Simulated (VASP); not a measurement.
# Rh (P6_3/mmc) in VASP: further runs

Rh is run at these levels: PBEsol; tasks: single point, relaxation of cell and atoms.

Everything below comes from runs of VASP 6.6.1. Logs are shortened: lines on timing, memory, paths and dates and some standing lists are left out, and cuts for length are marked.

## Step 1: The cell of the first run

Symmetry: P6_3/mmc, No. 194, hexagonal system. Conventional cell: a = 2.682 Å, b = 2.682 Å, c = 4.338 Å, α = 90.00°, β = 90.00°, γ = 120.00°. Within 3.5 Å of Rh (site symmetry -6m2) lie 12 Rh at 2.67 to 2.68 Å.

This isn't the form of Rh at room conditions, which is fcc.

## Step 2: Single point, PBEsol

The input, INCAR:

```
  PREC = Accurate
  ENCUT = 520
  EDIFF = 1E-6
  ISMEAR = 0
  SIGMA = 0.1
  LREAL = F
  LASPH = T
  NELM = 60
  ALGO = Normal
  ISIF = 2
  LWAVE = F
  LCHARG = F
  GGA = PS
  NBANDS = 22
```

The input, KPOINTS:

```
Automatic mesh
0
Gamma
  9 9 4
```

The input, POSCAR:

```
Rh
1.0
    2.6824179329      0.0000000000      0.0000000000
   -1.3412089665      2.3230420735      0.0000000000
    0.0000000000      0.0000000000      4.3380592246
Rh
2
Direct
    0.6666666667      0.3333333333      0.7500000000
    0.3333333333      0.6666666667      0.2500000000
```

Potentials or basis: VASP PAW PBE potentials, release 64 (Rh_pv).

The run is started by

```sh
$ cat potpaw_PBE.64/Rh_pv/POTCAR > POTCAR
$ mpirun -np 1 vasp_std > vasp.out
```

OUTCAR:

```text
PREC = Accurate
   ENCUT = 520
   EDIFF = 1E-6
   ISMEAR = 0
   LREAL = F
   LASPH = T
   NELM = 60
   ISIF = 2
   GGA = PS

 ion  position               nearest neighbor table
   1  0.667  0.333  0.750-   2 2.67   2 2.67   2 2.67   2 2.67   2 2.67   2 2.67
   2  0.333  0.667  0.250-   1 2.67   1 2.67   1 2.67   1 2.67   1 2.67   1 2.67

  LATTYP: Found a hexagonal cell.
 ALAT       =     2.6824179329
 C/A-ratio  =     1.6172197372

  Lattice vectors:

 A1 = (   2.6824179329,   0.0000000000,   0.0000000000)
 A2 = (  -1.3412089665,   2.3230420735,   0.0000000000)
 A3 = (   0.0000000000,   0.0000000000,   4.3380592246)

Analysis of symmetry for initial positions (statically):
=====================================================================
 Subroutine PRICEL returns:
 Original cell was already a primitive cell.

 Routine SETGRP: Setting up the symmetry group for a
 hexagonal supercell.

 Subroutine GETGRP returns: Found 24 space group operations
 (whereof 12 operations were pure point group operations)
 out of a pool of 24 trial point group operations.

The static configuration has the point symmetry D_3d.
 The point group associated with its full space group is D_6h.

Analysis of symmetry for dynamics (positions and initial velocities):
=====================================================================
 Subroutine PRICEL returns:
 Original cell was already a primitive cell.

 Routine SETGRP: Setting up the symmetry group for a
 hexagonal supercell.

 Subroutine GETGRP returns: Found 24 space group operations
 (whereof 12 operations were pure point group operations)
 out of a pool of 24 trial point group operations.

The dynamic configuration has the point symmetry D_3d.
 The point group associated with its full space group is D_6h.

 Subroutine INISYM returns: Found 24 space group operations
 (whereof 12 operations are pure point group operations),
 and found     1 'primitive' translations

----------------------------------------------------------------------------------------

                                     Primitive cell

  volume of cell :      27.0321

  direct lattice vectors                    reciprocal lattice vectors
[... 75 lines left out ...]
   NGX,Y,Z   is equivalent  to a cutoff of  12.40, 12.40, 12.26 a.u.
   NGXF,Y,Z  is equivalent  to a cutoff of  24.79, 24.79, 24.53 a.u.
 SYSTEM =  unknown system
   PREC   = accura    normal or accurate (medium, high low for compatibility)
   ISTART =      0    job   : 0-new  1-cont  2-samecut
   ICHARG =      2    charge: 1-file 2-atom 10-const
   ISPIN  =      1    spin polarized calculation?
   LNONCOLLINEAR =      F non collinear calculations
   LSORBIT =      F    spin-orbit coupling
   LASPH  =      T    aspherical Exc in radial PAW
   ENCUT  =  520.0 eV  38.22 Ry    6.18 a.u.   4.99  4.99  8.07*2*pi/ulx,y,z
   NELM   =     60;   NELMIN=  2; NELMDL= -5     # of ELM steps
   EDIFF  = 0.1E-05   stopping-criterion for ELM
   LREAL  =      F    real-space projection
   EDIFFG = 0.1E-04   stopping-criterion for IOM
   NSW    =      0    number of steps for IOM
   IBRION =     -1    ionic relax: 0-MD 1-quasi-New 2-CG
   NFREE  =      0    steps in history (QN), initial steepest desc. (CG)
   ISIF   =      2    stress and relaxation
   ISYM   =      2    0-nonsym 1-usesym 2-fastsym
   POTIM  = 0.5000    time-step for ionic-motion
   TEBEG  =    0.0;   TEEND  =   0.0 temperature during run
   PSTRESS=    0.0 pullay stress
   NELECT =      30.0000    total number of electrons
   NUPDOWN=      -1.0000    fix difference up-down
   EMIN   =  10.00;   EMAX   =-10.00  energy-range for DOS
   EFERMI =   0.00;   METHOD = LEGACY
   ISMEAR =     0;   SIGMA  =   0.10  broadening in eV -4-tet -1-fermi 0-gaus
   EFERMI_NEDOS =   21; number of points for ismear=-14 and -15
   IALGO  =     38    algorithm
   IMIX   =      4    mixing-type and parameters
     AMIX     =   0.40;   BMIX     =  1.00
     AMIX_MAG =   1.60;   BMIX_MAG =  1.00
  volume/ion in A,a.u.               =      13.52        91.21
  Fermi-wavevector in a.u.,A,eV,Ry     =   1.694945  3.202981 39.087337  2.872838
  Thomas-Fermi vector in A             =   2.776078
   LORBIT       =      0    0 simple, 1 ext, 2 COOP (PROOUT), +10 PAW based schemes
   GGA     = PS    functional components
   LHFCALC =     F    Hartree Fock is set to
   AEXX    =    0.0000 exact exchange contribution
   IVDW    =     0    specifies the selected vdW correction
   LEPSILON=     F    determine dielectric tensor
   LRPA    =     F    only Hartree local field effects (RPA)
 non-spin polarized calculation
 Gauss-broadening in eV      SIGMA  =   0.10
  energy-cutoff  :      520.00
  volume of cell :       27.03
 maximum number of plane-waves:       756
 NGX is ok and might be reduce to    20

 number of electron      30.0000003 magnetization

 Free energy of the ion-electron system (eV)
  ---------------------------------------------------
  ext. energy  EPLUGINS =         0.00000000
  ---------------------------------------------------
  free energy    TOTEN  =       -16.23851055 eV

  energy without entropy =      -16.22865052  energy(sigma->0) =      -16.23358054

 E-fermi :  12.0730     XC(G=0): -14.3283

 val. band max:       12.0722991527   @ k =   0.3333   0.3333   0.0000
 cond. band min:      12.1622912237   @ k =   0.2222   0.1111   0.5000
 fundamental gap:      0.0899920710
 Fermi energy:        12.0729694463

 k-point     1 :       0.0000    0.0000    0.0000
  band No.  band energies     occupation
      1     -35.0850      2.00000
      2     -34.4005      2.00000
      3     -34.4005      2.00000
      4     -34.2867      2.00000
      5     -34.2867      2.00000
      6     -34.2850      2.00000
[... 589 lines left out ...]
     21      24.1361      0.00000
     22      24.1361      0.00000

 [... further k-points ...]
[... 5 lines left out ...]
  --------------------------------------------------------------------------------------
  -------------------------------------------------------------------------------------
  Total        0.0310199      0.0310199      0.0350288     -0.0000000     -0.0000000      0.0000000
  in kB        1.8385363      1.8385363      2.0761426     -0.0000000     -0.0000000      0.0000000
  external PRESSURE =       1.9177384 kB  Pullay stress =       0.0000000 kB

 VOLUME and BASIS-vectors are now :
 -----------------------------------------------------------------------------
  energy-cutoff  :      520.00
  volume of cell :       27.03
      direct lattice vectors                 reciprocal lattice vectors
     2.682417933  0.000000000  0.000000000     0.372797985  0.215235017  0.000000000
    -1.341208966  2.323042073  0.000000000     0.000000000  0.430470034  0.000000000
     0.000000000  0.000000000  4.338059225     0.000000000  0.000000000  0.230517830

 POSITION                                       TOTAL-FORCE (eV/Angst)
 -----------------------------------------------------------------------------------
      1.34121      0.77435      3.25354         0.000000      0.000000      0.000000
     -0.00000      1.54869      1.08451        -0.000000     -0.000000      0.000000
 -----------------------------------------------------------------------------------
    total drift:                               -0.000000      0.000000     -0.000000

  FREE ENERGIE OF THE ION-ELECTRON SYSTEM (eV)
  ---------------------------------------------------
  free  energy   TOTEN  =       -16.2385105535 eV

  energy  without entropy=      -16.2286505224  energy(sigma->0) =      -16.23358054
```

OSZICAR:

```text
N       E                     dE             d eps       ncg     rms          rms(c)
DAV:   1     0.329800297125E+03    0.32980E+03   -0.19026E+04  1584   0.159E+03
DAV:   2    -0.102008650620E+02   -0.34000E+03   -0.32806E+03  1650   0.479E+02
DAV:   3    -0.174337621275E+02   -0.72329E+01   -0.71985E+01  1830   0.786E+01
DAV:   4    -0.174811469798E+02   -0.47385E-01   -0.47381E-01  1774   0.639E+00
DAV:   5    -0.174818653168E+02   -0.71834E-03   -0.71833E-03  1860   0.813E-01    0.164E+01
DAV:   6    -0.162934035683E+02    0.11885E+01   -0.26344E+00  1710   0.175E+01    0.520E+00
DAV:   7    -0.162474404106E+02    0.45963E-01   -0.67433E-02  1854   0.237E+00    0.224E+00
DAV:   8    -0.162393645777E+02    0.80758E-02   -0.12391E-02  1620   0.130E+00    0.532E-01
DAV:   9    -0.162385002144E+02    0.86436E-03   -0.67017E-04  1830   0.317E-01    0.369E-02
DAV:  10    -0.162385106556E+02   -0.10441E-04   -0.71602E-06  1802   0.253E-02    0.110E-02
DAV:  11    -0.162385105535E+02    0.10202E-06   -0.14902E-06  1262   0.132E-02
   1 F= -.16238511E+02 E0= -.16233581E+02  d E =-.986003E-02
```

stdout:

```text
POSCAR found type information on POSCAR Rh
 POSCAR found :  1 types and       2 ions
 scaLAPACK will be used
 -----------------------------------------------------------------------------
|                                                                             |
|                                                                             |
|     You enforced a specific xc type in the INCAR file but a different       |
|     I HOPE YOU KNOW WHAT YOU ARE DOING!                                     |
|                                                                             |
 -----------------------------------------------------------------------------

 LDA part: xc-table for (Slater+PW92), standard interpolation
 POSCAR, INCAR and KPOINTS ok, starting setup
 FFT: planning ... GRIDC
 FFT: planning ... GRID_SOFT
 FFT: planning ... GRID
 WAVECAR not read
 entering main loop
```

Run time: 26 s. Hardware: 1 thread of Intel Xeon 8259CL, shared host; peak memory 0.15 GiB.

Results:

* Free energy: -16.2385 eV
* Pressure: 0.2 GPa
* Band gap on the k mesh: zero (bands 15 and 16 overlap by 2.16 eV)

Caveat: the k points lie up to 0.36 Å⁻¹ apart, too coarse for converged energies and pressures of a metal; the PAW data sets were made with another functional, which shifts forces and pressure a little.

## Step 3: Relaxation of cell and atoms, PBEsol

This run uses another cell than the first one, of 14.30 Å³/atom.

The input, INCAR:

```
  PREC = Accurate
  ENCUT = 600
  EDIFF = 1E-6
  ISMEAR = 0
  SIGMA = 0.1
  LREAL = F
  LASPH = T
  NELM = 100
  ALGO = Fast
  ISIF = 3
  LWAVE = F
  LCHARG = F
  GGA = PS
  IBRION = 2
  NSW = 90
  EDIFFG = -0.04
```

The input, KPOINTS:

```
regular mesh
0
Gamma
  9 9 4
```

The input, POSCAR:

```
Rh
1.0
    2.7309790422      0.0000000000      0.0000000000
   -1.3654895211      2.3650972278      0.0000000000
    0.0000000000      0.0000000000      4.4284890000
Rh
2
Direct
    0.6666666700      0.3333333300      0.7500000000
    0.3333333300      0.6666666700      0.2500000000
```

Potentials or basis: VASP PAW PBE potentials, release 64 (Rh_pv).

The run is started by

```sh
$ cat potpaw_PBE.64/Rh_pv/POTCAR > POTCAR
$ mpirun -np 1 vasp_std > vasp.out
```

Wall time 2.2 min (1 thread of Intel Xeon 8259CL, shared host); peak memory 0.17 GiB.

Results (log left out):

| Item | Value |
| --- | --- |
| Free energy | -16.2414 eV |
| Relaxed volume | 13.52 Å³/atom |
| Relaxed cell | a = 2.681 Å, b = 2.681 Å, c = 4.341 Å, α = 90.00°, β = 90.00°, γ = 120.00° |
| Space group after relaxing (to 0.1 Å) | P6_3/mmc (No. 194) |
| Energy gained by relaxing | 37.2 meV/atom |
| Ionic steps | 5 |
| Pressure after relaxing | 0.1 GPa |
| Band gap on the k mesh | zero (bands 15 and 16 overlap by 2.16 eV) |

Stress tensor (GPa, compression positive):
```
 0.22  0.00  0.00
 0.00  0.22  0.00
 0.00  0.00 -0.18
```

The path:
```csv
step,energy change (eV),largest force (eV/Å),pressure (GPa),volume (Å³)
1,0.0000,0.0000,-14.38,28.60
2,0.4561,0.0000,56.48,23.61
3,-0.0741,0.0000,-0.81,27.12
4,-0.0744,0.0000,-0.25,27.06
5,-0.0744,0.0000,0.09,27.03
```

Final structure:
```cif
data_structure
_symmetry_space_group_name_H-M 'P 1'
_symmetry_Int_Tables_number 1
_cell_length_a 2.6815
_cell_length_b 2.6815
_cell_length_c 4.3413
_cell_angle_alpha 90.000
_cell_angle_beta 90.000
_cell_angle_gamma 120.000
_cell_volume 27.03
loop_
_atom_site_label
_atom_site_type_symbol
_atom_site_fract_x
_atom_site_fract_y
_atom_site_fract_z
_atom_site_occupancy
Rh1 Rh 0.66667 0.33333 0.75000 1
Rh2 Rh 0.33333 0.66667 0.25000 1
```

Levels at points of the mesh, in eV from the Fermi level:
| k point | band 13 | band 14 | band 15 | band 16 | band 17 | band 18 |
| --- | --- | --- | --- | --- | --- | --- |
| (0.00, 0.00, 0.00) | -2.51 | -1.88 | -1.88 | 0.23 | 0.23 | 0.71 |
| (0.00, 0.00, 0.50) | -3.16 | -3.16 | -0.36 | -0.36 | -0.36 | -0.36 |

Caveat: the PAW data sets were made with another functional, which shifts forces and pressure a little.

## Step 4: Single point, PBEsol

This run uses another cell than the first one: it holds 4 atoms, not 2.

The input, INCAR:

```
SYSTEM = Rh
PREC = Accurate
ENCUT = 520
EDIFF = 1E-7
ISMEAR = 0
SIGMA = 0.1
LREAL = .False.
LASPH = .True.
NELM = 100
ALGO = Fast
ISIF = 2
LWAVE = .False.
LCHARG = .False.
GGA = PS
NBANDS = 38
```

The input, KPOINTS:

```
Automatic mesh
0
Gamma
  21 21 6
  0 0 0
```

The input, POSCAR:

```
Rh
1.0
    2.6756685425      0.0000000000      0.0000000000
   -1.3378342712      2.3171969299      0.0000000000
    0.0000000000      0.0000000000      8.7264178795
Rh
4
Direct
    0.0000000000      0.0000000000      0.0000000000
    0.3333333333      0.6666666667      0.2500000000
    0.0000000000      0.0000000000      0.5000000000
    0.6666666667      0.3333333333      0.7500000000
```

The run is started by

```sh
$ cat potpaw_PBE.64/Rh_pv/POTCAR > POTCAR
$ mpirun -np 1 vasp_std > vasp.out
```

Wall time 10 min (1 thread of Intel Xeon Platinum 8259CL at 2.50GHz (Skylake/Cascade Lake), shared host); peak memory 0.37 GiB.

Results (log left out):

```
Free energy            : -32.4861 eV
Pressure               : -0.1 GPa
Band gap on the k mesh : zero (bands 30 and 31 overlap by 1.98 eV)
```

Levels at points of the mesh, in eV from the Fermi level:
```tsv
k point	band 28	band 29	band 30	band 31	band 32	band 33
(0.00, 0.00, 0.00)	-1.49	-1.49	-0.89	-0.89	-0.36	-0.36
(0.00, 0.00, 0.50)	-1.23	-1.17	-1.17	-1.17	-1.17	0.08
```

Caveat: the PAW data sets were made with another functional, which shifts forces and pressure a little.

## Step 5: Relaxation of cell and atoms, PBEsol

The input, INCAR:

```
PREC = Accurate ; ENCUT = 600
EDIFF = 1E-7 ; ISMEAR = 0
SIGMA = 0.1 ; LREAL = F
LASPH = T ; NELM = 60
ALGO = Fast ; ISIF = 3
LWAVE = F ; LCHARG = F
GGA = PS ; IBRION = 2
NSW = 100 ; EDIFFG = -0.01
```

The input, KPOINTS:

```
Automatic mesh
0
Gamma
  24 24 14
```

The input, POSCAR:

```
Rh
1.0
    2.6824179329      0.0000000000      0.0000000000
   -1.3412089665      2.3230420735      0.0000000000
    0.0000000000      0.0000000000      4.3380592246
Rh
2
Direct
    0.6666666667      0.3333333333      0.7500000000
    0.3333333333      0.6666666667      0.2500000000
```

The run is started by

```sh
$ cat potpaw_PBE.64/Rh_pv/POTCAR > POTCAR
$ mpirun -np 1 vasp_std > vasp.out
```

Run time: 18 min. Hardware: 1 thread of Intel Xeon Platinum 8259CL at 2.50GHz (Skylake/Cascade Lake), shared host; peak memory 0.36 GiB.

Results (log left out):

```yaml
Free_energy: -16.2040 eV
Relaxed_volume: 13.54 Å³/atom
Relaxed_cell: a = 2.686 Å, b = 2.686 Å, c = 4.336 Å, α = 90.00°, β = 90.00°, γ = 120.00°
Space_group_after_relaxing_to_0.1_Å: P6_3/mmc (No. 194)
Energy_gained_by_relaxing: 0.1 meV/atom
Ionic_steps: 5
Pressure_after_relaxing: 0.0 GPa
Band_gap_on_the_k_mesh: zero (bands 15 and 16 overlap by 2.52 eV)
```

The path:
| step | energy change (eV) | largest force (eV/Å) | pressure (GPa) | volume (Å³) |
| --- | --- | --- | --- | --- |
| 1 | 0.0000 | 0.0000 | 0.67 | 27.03 |
| 2 | 0.0008 | 0.0000 | -1.81 | 27.25 |
| 3 | -0.0001 | 0.0000 | -0.04 | 27.09 |
| 4 | -0.0001 | 0.0000 | -0.09 | 27.09 |
| 5 | -0.0001 | 0.0000 | -0.03 | 27.09 |

Final structure:
```cif
data_structure
_symmetry_space_group_name_H-M 'P 1'
_symmetry_Int_Tables_number 1
_cell_length_a 2.6860
_cell_length_b 2.6860
_cell_length_c 4.3357
_cell_angle_alpha 90.000
_cell_angle_beta 90.000
_cell_angle_gamma 120.000
_cell_volume 27.09
loop_
_atom_site_label
_atom_site_type_symbol
_atom_site_fract_x
_atom_site_fract_y
_atom_site_fract_z
_atom_site_occupancy
Rh1 Rh 0.66667 0.33333 0.75000 1
Rh2 Rh 0.33333 0.66667 0.25000 1
```

Levels at points of the mesh, in eV from the Fermi level:
```csv
k point,band 13,band 14,band 15,band 16,band 17,band 18
"(0.00, 0.00, 0.00)",-2.59,-1.99,-1.99,0.14,0.14,0.64
"(0.50, 0.00, 0.00)",-2.27,0.43,0.66,0.75,3.04,5.17
"(0.00, 0.00, 0.50)",-3.25,-3.25,-0.45,-0.45,-0.45,-0.45
"(0.50, 0.00, 0.50)",-0.35,-0.35,0.62,0.62,2.64,2.64
```

Caveat: the PAW data sets were made with another functional, which shifts forces and pressure a little.

## Step 6: Overview

```csv
task,cell,k mesh,cutoff (eV),gap on the mesh (eV),pressure (GPa),relaxed volume (Å³/atom)
single point,"a = 2.682, b = 2.682, c = 4.338 Å, angles 90.0, 90.0, 120.0°, 2 atoms, atomic positions A",9 × 9 × 4,520,none,0.2,-
relaxation of cell and atoms,"relaxed from a = 2.731, b = 2.731, c = 4.428 Å, angles 90.0, 90.0, 120.0°, 2 atoms, atomic positions A",9 × 9 × 4,600,none,0.1,13.52
single point,"a = 2.676, b = 2.676, c = 8.726 Å, angles 90.0, 90.0, 120.0°, 4 atoms, atomic positions B",21 × 21 × 6,520,none,-0.1,-
relaxation of cell and atoms,"relaxed from a = 2.682, b = 2.682, c = 4.338 Å, angles 90.0, 90.0, 120.0°, 2 atoms, atomic positions A",24 × 24 × 14,600,none,0.0,13.54
```

Alike in all rows: level PBEsol; potentials or basis VASP PAW PBE potentials, release 64 (Rh_pv); no spin polarisation; smearing gaussian 0.1 eV.

Caveats: some runs use coarse meshes; the PAW data sets were made with another functional, which shifts forces and pressure a little.

Total energies depend on the potentials used, so only differences within one code and one set of settings carry meaning.
